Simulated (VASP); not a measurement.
Write the native input for VASP 6.6.1 that does the following.

| Item | Value |
| --- | --- |
| Task | single point |
| Functional | PBE |
| Potentials or basis | VASP PAW PBE potentials, release 64 (Ir, O) |
| Cutoff | 520 eV |
| k mesh | 6 × 6 × 4 |
| Occupations | gaussian, width 0.1 eV |
| Spin | collinear spin |
| Starting moments | [1.0, 1.0, 0.0] μB |
| Dipole correction | no |
| Further INCAR settings | ALGO = Normal; EDIFF = 1e-06; NBANDS = 23 |

The structure of Ir2O lies in POSCAR:

```
Ir2O
1.0
    2.7093578699      0.0000000000      0.0000000000
   -1.3546789349      2.3463727433      0.0000000000
    0.0000000000      0.0000000000      6.3827310779
Ir O
2 1
Direct
    0.0000000000      0.0000000000      0.7995627193
    0.0000000000      0.0000000000      0.2004372807
    0.0000000000      0.0000000000      0.5000000000
```

The cell was generated, and may not be a known phase.

These files were run (other wordings do the same):

INCAR

```
SYSTEM = Ir2O
ALGO = Normal
EDIFF = 1E-6
ENCUT = 520
GGA = PE
ISIF = 2
ISMEAR = 0
ISPIN = 2
LASPH = .True.
LCHARG = .False.
LMAXMIX = 4
LORBIT = 11
LREAL = .False.
LWAVE = .False.
MAGMOM = 1 1 0
NBANDS = 23
NELM = 150
PREC = Accurate
SIGMA = 0.1
```

KPOINTS

```
k-points
0
Gamma
  6 6 4
  0 0 0
```

Potentials or basis: VASP PAW PBE potentials, release 64 (Ir, O).

Command:

```bash
$ cat potpaw_PBE.64/Ir/POTCAR potpaw_PBE.64/O/POTCAR > POTCAR
$ mpirun -np 1 vasp_std > vasp.out
```

Results of the run:

The pressure is 0.7 GPa. The largest force is 0.108 eV/Å, the band gap on the k mesh is zero (filled and empty bands overlap) and the net moment is -0.01 μB per cell. The valence electrons inside the program's atomic spheres are Ir 8.27; O 4.91.

Caveat: the k points lie up to 0.45 Å⁻¹ apart, too coarse for converged energies and pressures of a metal; spin-orbit coupling is left out, which moves the levels of the heavy elements.

It took 84 s on 1 thread of Intel Xeon 8259CL, with other jobs on the host, peak memory 0.18 GiB.
